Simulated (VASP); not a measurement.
Runs of VASP 6.6.1 on Ta. The structure is that of space group Im-3m (No. 229), or close to it. The cells are those of the table. 

```csv
task,cell,k mesh,cutoff (eV),smearing,gap on the mesh (eV),pressure (GPa),relaxed volume (Å³/atom)
relaxation of cell and atoms,"relaxed from a = 2.812 Å, angles 109.5°, 1 atom",16 × 16 × 16,600,gaussian 0.1 eV,none,0.0,17.28
relaxation of cell and atoms,"relaxed from a = 2.866 Å, angles 109.5°, 1 atom",8 × 8 × 8,600,gaussian 0.1 eV,none,-0.1,17.20
relaxation of cell and atoms,"relaxed from a = 2.817 Å, angles 109.5°, 1 atom",16 × 16 × 16,600,fermi-dirac 0.15 eV,none,0.0,17.32
single point,"a = 2.819 Å, angles 109.5°, 1 atom",16 × 16 × 16,520,fermi-dirac 0.15 eV,none,0.8,-
single point,"a = 2.866 Å, angles 109.5°, 1 atom",8 × 8 × 8,520,gaussian 0.1 eV,none,(b),-
single point,"a = 2.812 Å, angles 109.5°, 1 atom",8 × 8 × 8,520,gaussian 0.1 eV,none,(a),-
```

Alike in all rows: level LDA; potentials or basis VASP PAW LDA potentials, release 64 (Ta_pv); no spin polarisation.

Question: Estimate the missing entries.

Answer: (a) 1.0; (b) -11.2.

Caveats: spin-orbit coupling is left out, which moves the levels of the heavy elements.

A k mesh can miss the band edges, and the runs leave out spin-orbit coupling on Ta.

A gap of «none» marks levels without a gap at the run's occupations.
